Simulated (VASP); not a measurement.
# CdS (Cm) in VASP: further runs

Runs on CdS. Level: PBE. Tasks: single point.

Everything below comes from runs of VASP 6.6.1. Logs are shortened: lines on timing, memory, paths and dates and some standing lists are left out, and cuts for length are marked.

## 1. The cell of the first run

The structure is monoclinic, space group Cm (No. 8). Conventional cell: a = 7.162 Å, b = 4.135 Å, c = 6.749 Å, α = 90.00°, β = 90.00°, γ = 90.00°. Within 3.3 Å of Cd (site symmetry m) lie 4 S at 2.51 to 2.80 Å. Within 3.2 Å of Cd (site symmetry m) lie 4 S at 2.41 to 2.60 Å. Within 3.2 Å of S (site symmetry m) lie 4 Cd at 2.41 to 2.80 Å. S (site symmetry m) has 4 Cd at 2.51 to 2.60 Å within 3.3 Å.

## 2. Single point, PBE (atom 3 (S) moved by (-0.100, +0.200) A along y and z)

Contents of INCAR:

```
PREC = Accurate ; ENCUT = 520
EDIFF = 1E-6 ; ISMEAR = 0
SIGMA = 0.05 ; LREAL = False
LASPH = True ; NELM = 100
ALGO = Normal ; ISIF = 2
LWAVE = False ; LCHARG = False
GGA = PE ; NBANDS = 26
```

Contents of KPOINTS:

```
regular mesh
0
Gamma
  12 12 4
```

Contents of POSCAR:

```
CdS
1.0
    4.1347992034      0.0000000000      0.0000000000
   -2.0673996017      3.5808411497      0.0000000000
    0.0000000000      0.0000000000      6.7490000000
Cd S
2 2
Direct
    0.3333333333      0.6666666667      0.0000000000
    0.6666666667      0.3333333333      0.5000000000
    0.3193701337      0.6387402673      0.4146340199
    0.6666666667      0.3333333333      0.8850000000
```

Potentials or basis: VASP PAW PBE potentials, release 64 (Cd, S).

On the command line:

```console
$ cat potpaw_PBE.64/Cd/POTCAR potpaw_PBE.64/S/POTCAR > POTCAR
$ mpirun -np 1 vasp_std > vasp.out
```

OUTCAR:

```text
PREC = Accurate
   ENCUT = 520
   EDIFF = 1E-6
   ISMEAR = 0
   LREAL = False
   LASPH = True
   NELM = 100
   ISIF = 2
   GGA = PE

 ion  position               nearest neighbor table
   1  0.333  0.667  0.000-   4 2.51   4 2.51   4 2.51   3 2.80
   2  0.667  0.333  0.500-   3 2.41   3 2.41   3 2.55   4 2.60
   3  0.319  0.639  0.415-   2 2.41   2 2.41   2 2.55   1 2.80
   4  0.667  0.333  0.885-   1 2.51   1 2.51   1 2.51   2 2.60

  LATTYP: Found a hexagonal cell.
 ALAT       =     4.1347992034
 C/A-ratio  =     1.6322437120

  Lattice vectors:

 A1 = (   4.1347992034,   0.0000000000,   0.0000000000)
 A2 = (  -2.0673996017,   3.5808411497,   0.0000000000)
 A3 = (   0.0000000000,   0.0000000000,   6.7490000000)

Analysis of symmetry for initial positions (statically):
=====================================================================
 Subroutine PRICEL returns:
 Original cell was already a primitive cell.

 Routine SETGRP: Setting up the symmetry group for a
 hexagonal supercell.

 Subroutine GETGRP returns: Found  2 space group operations
 (whereof  2 operations were pure point group operations)
 out of a pool of 24 trial point group operations.

The static configuration has the point symmetry C_1h.

Analysis of symmetry for dynamics (positions and initial velocities):
=====================================================================
 Subroutine PRICEL returns:
 Original cell was already a primitive cell.

 Routine SETGRP: Setting up the symmetry group for a
 hexagonal supercell.

 Subroutine GETGRP returns: Found  2 space group operations
 (whereof  2 operations were pure point group operations)
 out of a pool of 24 trial point group operations.

The dynamic configuration has the point symmetry C_1h.

 Subroutine INISYM returns: Found  2 space group operations
 (whereof  2 operations are pure point group operations),
 and found     1 'primitive' translations

----------------------------------------------------------------------------------------

                                     Primitive cell

  volume of cell :      99.9261

  direct lattice vectors                    reciprocal lattice vectors
     4.134799203  0.000000000  0.000000000     0.241849713  0.139631997  0.000000000
    -2.067399602  3.580841150  0.000000000     0.000000000  0.279263994  0.000000000
     0.000000000  0.000000000  6.749000000     0.000000000  0.000000000  0.148170099

  length of vectors
[... 85 lines left out ...]
   NELM   =    100;   NELMIN=  2; NELMDL= -5     # of ELM steps
   EDIFF  = 0.1E-05   stopping-criterion for ELM
   LREAL  =      F    real-space projection
   EDIFFG = 0.1E-04   stopping-criterion for IOM
   NSW    =      0    number of steps for IOM
   IBRION =     -1    ionic relax: 0-MD 1-quasi-New 2-CG
   NFREE  =      0    steps in history (QN), initial steepest desc. (CG)
   ISIF   =      2    stress and relaxation
   ISYM   =      2    0-nonsym 1-usesym 2-fastsym
   POTIM  = 0.5000    time-step for ionic-motion
   TEBEG  =    0.0;   TEEND  =   0.0 temperature during run
   PSTRESS=    0.0 pullay stress
   NELECT =      36.0000    total number of electrons
   NUPDOWN=      -1.0000    fix difference up-down
   EMIN   =  10.00;   EMAX   =-10.00  energy-range for DOS
   EFERMI =   0.00;   METHOD = LEGACY
   ISMEAR =     0;   SIGMA  =   0.05  broadening in eV -4-tet -1-fermi 0-gaus
   EFERMI_NEDOS =   21; number of points for ismear=-14 and -15
   IALGO  =     38    algorithm
   IMIX   =      4    mixing-type and parameters
     AMIX     =   0.40;   BMIX     =  1.00
     AMIX_MAG =   1.60;   BMIX_MAG =  1.00
  volume/ion in A,a.u.               =      24.98       168.58
  Fermi-wavevector in a.u.,A,eV,Ry     =   1.164884  2.201312 18.462491  1.356955
  Thomas-Fermi vector in A             =   2.301417
   LORBIT       =      0    0 simple, 1 ext, 2 COOP (PROOUT), +10 PAW based schemes
   GGA     = PE    functional components
   LHFCALC =     F    Hartree Fock is set to
   AEXX    =    0.0000 exact exchange contribution
   IVDW    =     0    specifies the selected vdW correction
   LEPSILON=     F    determine dielectric tensor
   LRPA    =     F    only Hartree local field effects (RPA)
 non-spin polarized calculation
 Gauss-broadening in eV      SIGMA  =   0.05
  energy-cutoff  :      520.00
  volume of cell :       99.93
 maximum number of plane-waves:      2731
   NGX = 15   NGY = 15   NGZ = 25

 number of electron      35.9999993 magnetization

 Free energy of the ion-electron system (eV)
  ---------------------------------------------------
  ext. energy  EPLUGINS =         0.00000000
  ---------------------------------------------------
  free energy    TOTEN  =       -12.04937504 eV

  energy without entropy =      -12.04937504  energy(sigma->0) =      -12.04937504

 E-fermi :   1.5009     XC(G=0):  -9.1062

 val. band max:        1.2809203150   @ k =   0.0000   0.0000   0.0000
 cond. band min:       2.4997541221   @ k =   0.0000   0.0000   0.0000
 fundamental gap:      1.2188338071
 Fermi energy:         1.5009049545

 k-point     1 :       0.0000    0.0000    0.0000
  band No.  band energies     occupation
      1     -11.1336      2.00000
      2     -10.7209      2.00000
      3      -6.6047      2.00000
      4      -6.5170      2.00000
      5      -6.4459      2.00000
      6      -6.4428      2.00000
[... 685 lines left out ...]
     25       9.8051      0.00000
     26      10.3443      0.00000

 [... further k-points ...]

------------------------ aborting loop because EDIFF is reached ----------------------------------------

  FORCE on cell =-STRESS in cart. coord.  units (eV):
  Direction    XX          YY          ZZ          XY          YZ          ZX
  --------------------------------------------------------------------------------------
  -------------------------------------------------------------------------------------
  Total        4.3294193      2.3225660      0.2739494      0.0000000     -0.3404130      0.0000000
  in kB       69.4162779     37.2391475      4.3924019      0.0000000     -5.4580540      0.0000000
  external PRESSURE =      37.0159424 kB  Pullay stress =       0.0000000 kB

 VOLUME and BASIS-vectors are now :
 -----------------------------------------------------------------------------
  energy-cutoff  :      520.00
  volume of cell :       99.93
      direct lattice vectors                 reciprocal lattice vectors
     4.134799203  0.000000000  0.000000000     0.241849713  0.139631997  0.000000000
    -2.067399602  3.580841150  0.000000000     0.000000000  0.279263994  0.000000000
     0.000000000  0.000000000  6.749000000     0.000000000  0.000000000  0.148170099

 POSITION                                       TOTAL-FORCE (eV/Angst)
 -----------------------------------------------------------------------------------
     -0.00000      2.38723      0.00000        -0.000000     -0.023132      0.554602
      2.06740      1.19361      3.37450        -0.000000     -0.671821      0.411181
      0.00000      2.28723      2.79837         0.000000      0.736962     -1.205783
      2.06740      1.19361      5.97286        -0.000000     -0.042009      0.240000
 -----------------------------------------------------------------------------------
    total drift:                               -0.000000     -0.000038     -0.000456

  FREE ENERGIE OF THE ION-ELECTRON SYSTEM (eV)
  ---------------------------------------------------
  free  energy   TOTEN  =       -12.0493750421 eV

  energy  without entropy=      -12.0493750421  energy(sigma->0) =      -12.04937504
```

Run time: 3.4 min. Hardware: 1 thread of Intel Xeon Platinum 8488C (Sapphire Rapids), shared host; peak memory 0.47 GiB.

Results:

- Free energy: -12.0494 eV
- Pressure: 3.7 GPa
- Largest force: 1.413 eV/Å
- Band gap on the k mesh: 1.22 eV

Forces on the atoms (eV/Å):
```
Cd   0.000 -0.023  0.555
Cd   0.000 -0.672  0.411
S    0.000  0.737 -1.206
S    0.000 -0.042  0.240
```

Stress tensor (GPa, compression positive):
```
 6.94  0.00  0.00
 0.00  3.72 -0.55
 0.00 -0.55  0.44
```

Caveat: the cell differs from its parent crystal (atom 3 (S) moved by (-0.100, +0.200) A along y and z); the cell stands under pressure; forces of over 1 eV/Å act on the atoms, so gaps and moduli don't describe the material at rest. A k mesh can miss the band edges.

(Continued in part 2 of 2.)
